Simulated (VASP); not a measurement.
# Ag (P6_3/mmc) in VASP: further runs

The runs below take Ag through single point, with PBEsol.

All numbers are computed with VASP 6.6.1; they aren't measurements. Logs are shortened: lines on timing, memory, paths and dates and some standing lists are left out, and cuts for length are marked.

## Step 1: The cell of the first run

It takes space group P6_3/mmc (No. 194, hexagonal). The conventional cell has a = 2.886 Å, b = 2.886 Å, c = 10.000 Å, α = 90.00°, β = 90.00°, γ = 120.00°. Within 3.8 Å of Ag (site symmetry -3m) lie 12 Ag at 2.89 to 3.00 Å. Ag (site symmetry -6m2) has 12 Ag at 2.89 to 3.00 Å within 3.8 Å.

## Step 2: Single point, PBEsol

INCAR

```
PREC     = Accurate       # precision mode
ENCUT    = 520            # plane-wave cutoff, eV
EDIFF    = 1E-6           # SCF threshold, eV
ISMEAR   = -1             # smearing method
SIGMA    = 0.05           # smearing width, eV
LREAL    = F              # projectors in reciprocal space
LASPH    = T              # aspherical terms in the spheres
NELM     = 80             # most SCF steps
ALGO     = Normal         # electronic algorithm
ISIF     = 2              # what is computed and relaxed
LWAVE    = F              # write WAVECAR
LCHARG   = F              # write CHGCAR
GGA      = PS             # functional
NBANDS   = 30             # bands
```

KPOINTS

```
regular mesh
0
Gamma
  11 11 3
```

POSCAR

```
Ag
1.0
    2.8862000000      0.0000000000      0.0000000000
   -1.4431000000      2.4995225204      0.0000000000
    0.0000000000      0.0000000000     10.0000000000
Ag
4
Direct
    0.0000000000      0.0000000000      0.5000000000
    0.0000000000      0.0000000000      0.0000000000
    0.6666666667      0.3333333333      0.7500000000
    0.3333333333      0.6666666667      0.2500000000
```

Potentials or basis: VASP PAW PBE potentials, release 64 (Ag).

Command:

```console
cat potpaw_PBE.64/Ag/POTCAR > POTCAR
mpirun -np 1 vasp_std > vasp.out
```

OUTCAR:

```text
PREC = Accurate
   ENCUT = 520
   EDIFF = 1E-6
   ISMEAR = -1
   LREAL = F
   LASPH = T
   NELM = 80
   ISIF = 2
   GGA = PS

 ion  position               nearest neighbor table
   1  0.000  0.000  0.500-   3 3.00   4 3.00   4 3.00   3 3.00   3 3.00   4 3.00
   2  0.000  0.000  0.000-   3 3.00   4 3.00   4 3.00   3 3.00   3 3.00   4 3.00
   3  0.667  0.333  0.750-   1 3.00   2 3.00   1 3.00   2 3.00   1 3.00   2 3.00
   4  0.333  0.667  0.250-   1 3.00   2 3.00   1 3.00   2 3.00   1 3.00   2 3.00

  LATTYP: Found a hexagonal cell.
 ALAT       =     2.8862000000
 C/A-ratio  =     3.4647633567

  Lattice vectors:

 A1 = (   2.8862000000,   0.0000000000,   0.0000000000)
 A2 = (  -1.4431000000,   2.4995225204,   0.0000000000)
 A3 = (   0.0000000000,   0.0000000000,  10.0000000000)

Analysis of symmetry for initial positions (statically):
=====================================================================
 Subroutine PRICEL returns:
 Original cell was already a primitive cell.

 Routine SETGRP: Setting up the symmetry group for a
 hexagonal supercell.

 Subroutine GETGRP returns: Found 24 space group operations
 (whereof 12 operations were pure point group operations)
 out of a pool of 24 trial point group operations.

The static configuration has the point symmetry D_3d.
 The point group associated with its full space group is D_6h.

Analysis of symmetry for dynamics (positions and initial velocities):
=====================================================================
 Subroutine PRICEL returns:
 Original cell was already a primitive cell.

 Routine SETGRP: Setting up the symmetry group for a
 hexagonal supercell.

 Subroutine GETGRP returns: Found 24 space group operations
 (whereof 12 operations were pure point group operations)
 out of a pool of 24 trial point group operations.

The dynamic configuration has the point symmetry D_3d.
 The point group associated with its full space group is D_6h.

 Subroutine INISYM returns: Found 24 space group operations
 (whereof 12 operations are pure point group operations),
 and found     1 'primitive' translations

----------------------------------------------------------------------------------------

                                     Primitive cell

  volume of cell :      72.1412

  direct lattice vectors                    reciprocal lattice vectors
     2.886200000  0.000000000  0.000000000     0.346476336  0.200038206  0.000000000
    -1.443100000  2.499522520  0.000000000     0.000000000  0.400076411  0.000000000
     0.000000000  0.000000000 10.000000000     0.000000000  0.000000000  0.100000000

  length of vectors
     2.886200000  2.886200000 10.000000000     0.400076411  0.400076411  0.100000000

  position of ions in fractional coordinates (direct lattice)
     0.000000000  0.000000000  0.500000000
     0.000000000  0.000000000  0.000000000
     0.666666667  0.333333333  0.750000000
     0.333333333  0.666666667  0.250000000

  ion indices of the primitive-cell ions
   primitive index   ion index
                 1           1
                 2           2
                 3           3
                 4           4

----------------------------------------------------------------------------------------

 KPOINTS: regular mesh

Automatic generation of k-mesh.
 Grid dimensions read from file:
 generate k-points for:   11   11    3

 Generating k-lattice:

  Cartesian coordinates                     Fractional coordinates (reciprocal lattice)
     0.031497849  0.018185291  0.000000000     0.090909091  0.000000000  0.000000000
     0.000000000  0.036370583  0.000000000     0.000000000  0.090909091  0.000000000
     0.000000000  0.000000000  0.033333333     0.000000000  0.000000000  0.333333333

  Length of vectors
     0.036370583  0.036370583  0.033333333

  Shift w.r.t. Gamma in fractional coordinates (k-lattice)
     0.000000000  0.000000000  0.000000000

 Subroutine IBZKPT returns following result:
 ===========================================

 Found     32 irreducible k-points:

 Following reciprocal coordinates:
            Coordinates               Weight
  0.000000  0.000000  0.000000      1.000000
  0.090909  0.000000  0.000000      6.000000
  0.181818  0.000000  0.000000      6.000000
  0.272727 -0.000000  0.000000      6.000000
  0.363636  0.000000  0.000000      6.000000
  0.454545 -0.000000  0.000000      6.000000
[... 16 lines left out ...]
  0.090909  0.090909  0.333333     12.000000
  0.181818  0.090909  0.333333     24.000000
 [... further k-points ...]
   k-points           NKPTS =     32   k-points in BZ     NKDIM =     32   number of bands    NBANDS=     30
   number of dos      NEDOS =    301   number of ions     NIONS =      4
   total plane-waves  NPLWV =  46080
   dimension x,y,z NGX =    24 NGY =   24 NGZ =   80
   dimension x,y,z NGXF=    48 NGYF=   48 NGZF=  160
   ions per type =               4
   NGX,Y,Z   is equivalent  to a cutoff of  13.82, 13.82, 13.30 a.u.
   NGXF,Y,Z  is equivalent  to a cutoff of  27.65, 27.65, 26.60 a.u.
 SYSTEM =  unknown system
   PREC   = accura    normal or accurate (medium, high low for compatibility)
   ISTART =      0    job   : 0-new  1-cont  2-samecut
   ICHARG =      2    charge: 1-file 2-atom 10-const
   ISPIN  =      1    spin polarized calculation?
   LNONCOLLINEAR =      F non collinear calculations
   LSORBIT =      F    spin-orbit coupling
   LASPH  =      T    aspherical Exc in radial PAW
   ENCUT  =  520.0 eV  38.22 Ry    6.18 a.u.   5.37  5.37 18.59*2*pi/ulx,y,z
   NELM   =     80;   NELMIN=  2; NELMDL= -5     # of ELM steps
   EDIFF  = 0.1E-05   stopping-criterion for ELM
   LREAL  =      F    real-space projection
   EDIFFG = 0.1E-04   stopping-criterion for IOM
   NSW    =      0    number of steps for IOM
   IBRION =     -1    ionic relax: 0-MD 1-quasi-New 2-CG
   NFREE  =      0    steps in history (QN), initial steepest desc. (CG)
   ISIF   =      2    stress and relaxation
   ISYM   =      2    0-nonsym 1-usesym 2-fastsym
   POTIM  = 0.5000    time-step for ionic-motion
   TEBEG  =    0.0;   TEEND  =   0.0 temperature during run
   PSTRESS=    0.0 pullay stress
   NELECT =      44.0000    total number of electrons
   NUPDOWN=      -1.0000    fix difference up-down
   EMIN   =  10.00;   EMAX   =-10.00  energy-range for DOS
   EFERMI =   0.00;   METHOD = LEGACY
   ISMEAR =    -1;   SIGMA  =   0.05  broadening in eV -4-tet -1-fermi 0-gaus
   EFERMI_NEDOS =   21; number of points for ismear=-14 and -15
   IALGO  =     38    algorithm
   IMIX   =      4    mixing-type and parameters
     AMIX     =   0.40;   BMIX     =  1.00
     AMIX_MAG =   1.60;   BMIX_MAG =  1.00
  volume/ion in A,a.u.               =      18.04       121.71
  Fermi-wavevector in a.u.,A,eV,Ry     =   1.388347  2.623595 26.225315  1.927506
  Thomas-Fermi vector in A             =   2.512481
   LORBIT       =      0    0 simple, 1 ext, 2 COOP (PROOUT), +10 PAW based schemes
   GGA     = PS    functional components
   LHFCALC =     F    Hartree Fock is set to
   AEXX    =    0.0000 exact exchange contribution
   IVDW    =     0    specifies the selected vdW correction
   LEPSILON=     F    determine dielectric tensor
   LRPA    =     F    only Hartree local field effects (RPA)
 non-spin polarized calculation
  energy-cutoff  :      520.00
  volume of cell :       72.14
 maximum number of plane-waves:      1993
 NGX is ok and might be reduce to    24
   NGX = 11   NGY = 11   NGZ = 37

 number of electron      43.9999999 magnetization

 Free energy of the ion-electron system (eV)
  ---------------------------------------------------
  ext. energy  EPLUGINS =         0.00000000
  ---------------------------------------------------
  free energy    TOTEN  =       -13.06203445 eV

  energy without entropy =      -13.04723888  energy(sigma->0) =      -13.05463667

 E-fermi :   7.5095     XC(G=0): -12.0774

 val. band max:        7.4419701348   @ k =   0.0909   0.0000   0.0000
 cond. band min:       7.5156715819   @ k =   0.2727   0.0909   0.3333
 fundamental gap:      0.0737014471
 Fermi energy:         7.5095191208

 k-point     1 :       0.0000    0.0000    0.0000
  band No.  band energies     occupation
      1       0.0493      2.00000
      2       1.2309      2.00000
      3       1.2322      2.00000
      4       1.3520      2.00000
      5       2.6740      2.00000
      6       2.9101      2.00000
[... 22 lines left out ...]
     29      23.2208      0.00000
     30      24.1650      0.00000

 k-point     2 :       0.0909    0.0000    0.0000
  band No.  band energies     occupation
      1       0.2795      2.00000
      2       1.4328      2.00000
      3       1.4337      2.00000
      4       1.4980      2.00000
      5       2.7094      2.00000
      6       2.7640      2.00000
[... 22 lines left out ...]
     29      23.0487      0.00000
     30      23.3501      0.00000

 k-point     3 :       0.1818    0.0000    0.0000
  band No.  band energies     occupation
      1       0.9041      2.00000
      2       1.7735      2.00000
      3       1.8741      2.00000
      4       1.9154      2.00000
      5       2.4455      2.00000
      6       2.5521      2.00000
[... 22 lines left out ...]
     29      20.9336      0.00000
     30      20.9454      0.00000

 k-point     4 :       0.2727   -0.0000    0.0000
  band No.  band energies     occupation
      1       1.5388      2.00000
      2       1.7720      2.00000
      3       1.8749      2.00000
      4       2.0375      2.00000
      5       2.2721      2.00000
      6       2.3054      2.00000
[... 22 lines left out ...]
     29      18.4024      0.00000
     30      18.6575      0.00000

 k-point     5 :       0.3636    0.0000    0.0000
  band No.  band energies     occupation
      1       1.5456      2.00000
      2       1.5996      2.00000
      3       1.6130      2.00000
      4       1.8720      2.00000
      5       2.0254      2.00000
      6       2.2908      2.00000
[... 22 lines left out ...]
     29      18.5784      0.00000
     30      18.5836      0.00000
[... 526 lines left out ...]
     29      17.0189      0.00000
     30      17.5688      0.00000

 k-point    22 :       0.4545   -0.0000    0.3333
  band No.  band energies     occupation
      1       1.4779      2.00000
      2       1.5062      2.00000
      3       1.5636      2.00000
      4       1.6692      2.00000
      5       1.8141      2.00000
      6       1.9308      2.00000
[... 22 lines left out ...]
     29      16.4074      0.00000
     30      17.5962      0.00000

 k-point    23 :       0.0909    0.0909    0.3333
  band No.  band energies     occupation
      1       0.8794      2.00000
      2       1.3229      2.00000
      3       1.7835      2.00000
      4       1.8590      2.00000
      5       2.5420      2.00000
      6       2.6099      2.00000
[... 22 lines left out ...]
     29      21.4329      0.00000
     30      21.7755      0.00000

 k-point    24 :       0.1818    0.0909    0.3333
  band No.  band energies     occupation
      1       1.5291      2.00000
      2       1.7863      2.00000
      3       2.0333      2.00000
      4       2.1569      2.00000
      5       2.4076      2.00000
      6       2.4963      2.00000
[... 22 lines left out ...]
     29      19.9919      0.00000
     30      20.5341      0.00000

 [... further k-points ...]

------------------------ aborting loop because EDIFF is reached ----------------------------------------

  FORCE on cell =-STRESS in cart. coord.  units (eV):
  Direction    XX          YY          ZZ          XY          YZ          ZX
  --------------------------------------------------------------------------------------
  -------------------------------------------------------------------------------------
  Total       -2.7786543     -2.7786543     -4.2624897      0.0000000      0.0000000      0.0000000
  in kB      -61.7108642    -61.7108642    -94.6652196      0.0000000      0.0000000      0.0000000
  external PRESSURE =     -72.6956493 kB  Pullay stress =       0.0000000 kB

 VOLUME and BASIS-vectors are now :
 -----------------------------------------------------------------------------
  energy-cutoff  :      520.00
  volume of cell :       72.14
      direct lattice vectors                 reciprocal lattice vectors
     2.886200000  0.000000000  0.000000000     0.346476336  0.200038206  0.000000000
    -1.443100000  2.499522520  0.000000000     0.000000000  0.400076411  0.000000000
     0.000000000  0.000000000 10.000000000     0.000000000  0.000000000  0.100000000

 POSITION                                       TOTAL-FORCE (eV/Angst)
 -----------------------------------------------------------------------------------
      0.00000      0.00000      5.00000         0.000000      0.000000     -0.000000
      0.00000      0.00000      0.00000         0.000000      0.000000     -0.000000
      1.44310      0.83317      7.50000         0.000000      0.000000      0.000000
     -0.00000      1.66635      2.50000        -0.000000     -0.000000      0.000000
 -----------------------------------------------------------------------------------
    total drift:                               -0.000000      0.000000     -0.000000

  FREE ENERGIE OF THE ION-ELECTRON SYSTEM (eV)
  ---------------------------------------------------
  free  energy   TOTEN  =       -13.0620344546 eV

  energy  without entropy=      -13.0472388785  energy(sigma->0) =      -13.05463667
```

It took 48 s on 1 thread of Intel Xeon 6975P-C, shared host; peak memory 0.22 GiB.

Results:

| Quantity | Value |
| --- | --- |
| Free energy | -13.0620 eV |
| Pressure | -7.3 GPa |
| Band gap on the k mesh | zero (band 22 reaches 10.29 eV, above the bottom of band 23 at 4.43 eV) |

Levels at points of the mesh, in eV from the Fermi level:
```csv
k point,band 18,band 19,band 20,band 21,band 22,band 23,band 24,band 25,band 26,band 27
"(0.00, 0.00, 0.00)",-3.45,-3.45,-3.33,-3.33,-3.02,-3.02,-0.72,2.50,9.44,9.44
```

Caveat: the PAW data sets were made with another functional, which shifts forces and pressure a little.

## Step 3: Single point, PBEsol (volume scaled by 1.06)

INCAR

```
PREC = Accurate
ENCUT = 520
EDIFF = 1E-6
ISMEAR = -1
SIGMA = 0.05
LREAL = False
LASPH = True
NELM = 60
ALGO = Normal
ISIF = 2
LWAVE = False
LCHARG = True
GGA = PS
LELF = True
LVHAR = True
NBANDS = 30
```

KPOINTS is that of step 2.

POSCAR

```
Ag
1.0
    2.9428065281      0.0000000000      0.0000000000
   -1.4714032640      2.5485452117      0.0000000000
    0.0000000000      0.0000000000     10.1961282242
Ag
4
Direct
    0.0000000000      0.0000000000      0.5000000000
    0.0000000000      0.0000000000      0.0000000000
    0.6666666667      0.3333333333      0.7500000000
    0.3333333333      0.6666666667      0.2500000000
```

Potentials or basis: VASP PAW PBE potentials, release 64 (Ag).

Command:

```console
cat potpaw_PBE.64/Ag/POTCAR > POTCAR
mpirun -np 1 vasp_std > vasp.out
```

It took 54 s on 1 thread of Intel Xeon 6975P-C, shared host; peak memory 0.23 GiB.

Results (log left out):

```
Free energy            : -12.8173 eV
Pressure               : -10.8 GPa
Band gap on the k mesh : zero (band 22 reaches 9.42 eV, above the bottom of band 23 at 3.74 eV)
```

Stress tensor (GPa, compression positive):
```
-10.01   0.00   0.00
  0.00 -10.01   0.00
  0.00   0.00 -12.23
```

Levels at points of the mesh, in eV from the Fermi level:
```csv
k point,band 21,band 22,band 23,band 24,band 25,band 26
"(0.00, 0.00, 0.00)",-3.27,-2.99,-2.99,-0.54,2.24,9.05
```

Caveat: the PAW data sets were made with another functional, which shifts forces and pressure a little.
